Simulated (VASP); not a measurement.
Crystal: BN.

```
B N
1.0
     2.55394    0.00000    0.00000
    -1.27697    2.21178    0.00000
     0.00000    0.00000    4.22685
B N
2 2
Direct
  0.66667 0.33333 0.99972
  0.33333 0.66667 0.49972
  0.66667 0.33333 0.67259
  0.33333 0.66667 0.12528
```

This cell differs from its parent crystal: atom 3 (N) moved by (+0.000, +0.200) A along [1 1 0] and z.

Base run:

| Quantity | Value |
| --- | --- |
| Program | VASP 6.6.1 |
| Functional | r2SCAN |
| Potentials or basis | VASP PAW PBE potentials, release 64 (B, N) |
| Cutoff | 520 eV |
| k mesh | 12 × 12 × 6 |
| Occupations | gaussian, width 0.05 eV |
| Spin | no spin polarisation |

Its results: band gap on the k mesh 3.86 eV, indirect (least direct gap 7.80 eV); pressure 4.6 GPa; largest force 9.829 eV/Å.

Task: The run is repeated on the same cell with these changes: potentials or basis from VASP PAW PBE potentials, release 64 (B, N) to VASP PAW PBE potentials, release 64 (B_h, N_h); cutoff from 520 eV to 910 eV; further incar settings from ALGO = Normal; EDIFF = 1e-07; NBANDS = 16 to ALGO = Normal; EDIFF = 1e-06; NBANDS = 16. What comes out?

Result: Band gap on the k mesh 3.87 eV, indirect (least direct gap 7.80 eV); pressure 3.1 GPa; largest force 9.840 eV/Å.

Caveats: the PAW data sets were made with another functional, which shifts forces and pressure a little; the cutoff is under 1.25 times the usual one of these potentials, so pressure, stress and relaxed cells hold a basis-set (Pulay) error (some runs).

A k mesh can miss the band edges.
